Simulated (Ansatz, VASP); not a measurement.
# Zr: VASP beside Ansatz

```
CELL_PARAMETERS angstrom
0.00000 3.08121 3.08121
3.08121 0.00000 3.08121
3.08121 3.08121 0.00000
ATOMIC_POSITIONS crystal
Zr 0.76250 0.91250 0.91250
Zr 0.23750 0.08750 0.08750
```

Change from the starting cell: shortest bond scaled by 0.7, LAPW.

Alike in both runs: task single point; functional PBE; k mesh 9 × 9 × 9; occupations fermi-dirac, width 0.05 eV; no spin polarisation.

```csv
,VASP,Ansatz
version,VASP 6.6.1,Ansatz 0.2.0
potentials or method,"VASP PAW PBE potentials, release 64 (Zr_sv), cutoff 520 eV","all-electron LAPW, scalar-relativistic"
```

```csv
,VASP,Ansatz,Ansatz less VASP
pressure (GPa),33.0,31.7,-1.30
"traceless stress, the component that is largest in VASP (GPa)",-39.35,-38.17,+1.188
rms of the force components (eV/Å),11.863,11.406,-0.4572
```

Atom by atom the forces differ by 0.457 eV/Å (rms over components). Both programs put the cell under a high pressure, so it lies far from rest at this level. Ansatz ran all-electron here, and VASP with PAW potentials.
